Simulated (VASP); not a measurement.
Here is a VASP 6.6.1 calculation.

POSCAR

```
AlN
1.0
    3.2925900408      0.0000000000      0.0000000000
   -1.6462950204      2.8514666196      0.0000000000
    0.0000000000      0.0000000000      4.1338473446
Al N
2 2
Direct
    0.3333333333      0.6666666667      0.0000000000
    0.6666666667      0.3333333333      0.5000000000
    0.3333333333      0.6666666667      0.5000000000
    0.6666666667      0.3333333333      1.0000000000
```

INCAR.step1

```
PREC     = Accurate       # precision mode
ENCUT    = 520            # plane-wave cutoff, eV
ISMEAR   = 0              # smearing method
SIGMA    = 0.02           # smearing width, eV
LREAL    = F              # projectors in reciprocal space
LASPH    = T              # aspherical terms in the spheres
NELM     = 60             # most SCF steps
NBANDS   = 16             # bands
GGA      = PE             # functional
ALGO     = Normal         # electronic algorithm
EDIFF    = 1E-4           # SCF threshold, eV
LWAVE    = T              # write WAVECAR
LCHARG   = F              # write CHGCAR
```

The input INCAR.step2:

```
PREC     = Accurate       # precision mode
ENCUT    = 520            # plane-wave cutoff, eV
EDIFF    = 1E-7           # SCF threshold, eV
ISMEAR   = 0              # smearing method
SIGMA    = 0.02           # smearing width, eV
LREAL    = F              # projectors in reciprocal space
LASPH    = T              # aspherical terms in the spheres
NELM     = 60             # most SCF steps
ALGO     = Normal         # electronic algorithm
ISIF     = 2              # what is computed and relaxed
LWAVE    = F              # write WAVECAR
LCHARG   = F              # write CHGCAR
METAGGA  = R2SCAN         # meta-GGA
LMIXTAU  = T            
NBANDS   = 16             # bands
ISTART   = 1
```

Contents of KPOINTS:

```
Automatic mesh
0
Gamma
  12 12 6
```

Potentials or basis: VASP PAW PBE potentials, release 64 (Al, N).

Command:

```bash
$ cat potpaw_PBE.64/Al/POTCAR potpaw_PBE.64/N/POTCAR > POTCAR
$ cp INCAR.step1 INCAR
$ mpirun -np 1 vasp_std > vasp.out
$ cp INCAR.step2 INCAR
$ mpirun -np 1 vasp_std > vasp.out
```

**Question.** Predict the band gap on the k mesh.

**Answer.** 4.07 eV, direct.

**Question.** Estimate the pressure.

**Answer.** -0.5 GPa.

Stress tensor (GPa, compression positive):
```
-0.39  0.00  0.00
 0.00 -0.39  0.00
 0.00  0.00 -0.59
```

Caveat: the PAW data sets were made with another functional, which shifts forces and pressure a little. r2SCAN opens gaps a little over a GGA but as a rule still falls short of measured ones.
